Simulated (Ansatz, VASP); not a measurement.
# Mo in VASP and in Ansatz

```xyz
1
Lattice="0.0000 2.0452 1.9848 2.0452 0.0000 1.9848 2.0452 2.0452 0.0000" Properties=species:S:1:pos:R:3 pbc="T T T"
Mo    0.0000    0.0000    0.0000
```

Change from the starting cell: strain +0.015 along x and y, -0.015 along z, atoms carried along.

Alike in both runs: task single point; functional LDA; k mesh 20 × 20 × 20; occupations gaussian, width 0.15 eV; no spin polarisation.

|  | VASP | Ansatz |
| --- | --- | --- |
| version | VASP 6.6.1 | Ansatz 0.2.0 |
| potentials or method | VASP PAW LDA potentials, release 64 (Mo_sv), cutoff 520 eV | scalar-relativistic, plane waves, PAW |
| valence electrons in the cell | 14 | 14 |

```csv
,VASP,Ansatz,Ansatz less VASP
gap on the k mesh at the Fermi level (eV),none,none,-
pressure (GPa),-18.4,-19.2,-0.76
"traceless stress, the component that is largest in VASP (GPa)",-4.06,-4.08,-0.029
```

LDA's correlation is that of Perdew and Zunger in VASP and of Perdew and Wang (1992) in Ansatz. A gap of «none» marks a metal or a gap that the smearing closes.
